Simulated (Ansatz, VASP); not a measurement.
One calculation of Sb, two programs

```
Sb
1.0
     3.47007    0.00000    0.00000
    -1.73504    3.00517    0.00000
     0.00000    0.00000    5.17010
Sb
2
Direct
  0.33333 0.66667 0.25000
  0.66667 0.33333 0.75000
```

Change from the starting cell: strain +0.030 along x and y, -0.030 along z, atoms carried along.

Alike in both runs: task single point; functional PBE; dispersion D3(BJ); k mesh 18 × 18 × 10; occupations gaussian, width 0.15 eV; no spin polarisation.

|  | VASP | Ansatz |
| --- | --- | --- |
| version | VASP 6.6.1 | Ansatz 0.2.0 |
| potentials or method | VASP PAW PBE potentials, release 64 (Sb), cutoff 520 eV | scalar-relativistic, plane waves, PAW |
| valence electrons in the cell | 10 | 30 |

VASP gave:

```
gap on the k mesh at the Fermi level (eV)                     : none
pressure (GPa)                                                : -2.1
traceless stress, the component that is largest in VASP (GPa) : -0.12
```

Task: Estimate Ansatz's values.

Result: gap on the k mesh at the Fermi level (eV): none; pressure (GPa): -2.0; traceless stress, the component that is largest in VASP (GPa): -0.11.

A gap of «none» marks a metal or a gap that the smearing closes. VASP's potentials hold 10 valence electrons a cell and Ansatz's 30, so a difference there can come from the potentials and not from the codes.

Spin-orbit coupling is off throughout.
